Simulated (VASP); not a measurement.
Runs of VASP 6.6.1 on Ge. The structure is that of space group P6_3/mmc (No. 194), or close to it. The cells are those of the table. This isn't the form of Ge at room conditions, which is diamond.

```csv
task,level,spin,cell,cutoff (eV),smearing,gap on the mesh (eV),pressure (GPa),moment (μB),largest force (eV/Å)
relaxation of cell and atoms,revPBE+D4,off,"relaxed from a = 2.991, b = 2.991, c = 4.728 Å, angles 90.0, 90.0, 120.3°, 2 atoms",600,fermi-dirac 0.05 eV,none,0.0,-,0.01
single point,BLYP,collinear,"a = 2.991, b = 2.991, c = 4.728 Å, angles 90.0, 90.0, 120.3°, 2 atoms",520,fermi-dirac 0.05 eV,none,(a),0.00,-
single point,PBE+D3(BJ),"non-collinear, zero start, SOC","a = 2.991, b = 2.991, c = 4.728 Å, angles 90.0, 90.0, 120.3°, 2 atoms",520,gaussian 0.05 eV,-,1.1,0.00,-
single point,PBEsol,off,"a = 3.021, b = 3.021, c = 4.633 Å, angles 90.0, 90.0, 120.3°, 2 atoms",520,fermi-dirac 0.05 eV,none,0.6,-,-
single point,PBEsol,off,"a = 3.053, b = 3.053, c = 4.538 Å, angles 90.0, 90.0, 120.3°, 2 atoms",520,fermi-dirac 0.05 eV,none,0.6,-,0.01
```

Alike in all rows: potentials or basis VASP PAW PBE potentials, release 64 (Ge_d); k mesh 10 × 10 × 6.

Fill in the values left out.

(a) 11.3.

Caveats: the PAW data sets were made with another functional, which shifts forces and pressure a little (at least some runs); the cell stands under pressure (at least some runs).

A k mesh can miss the band edges, and rows without SOC leave out spin-orbit coupling on Ge.

A gap of «none» marks levels without a gap at the run's occupations.
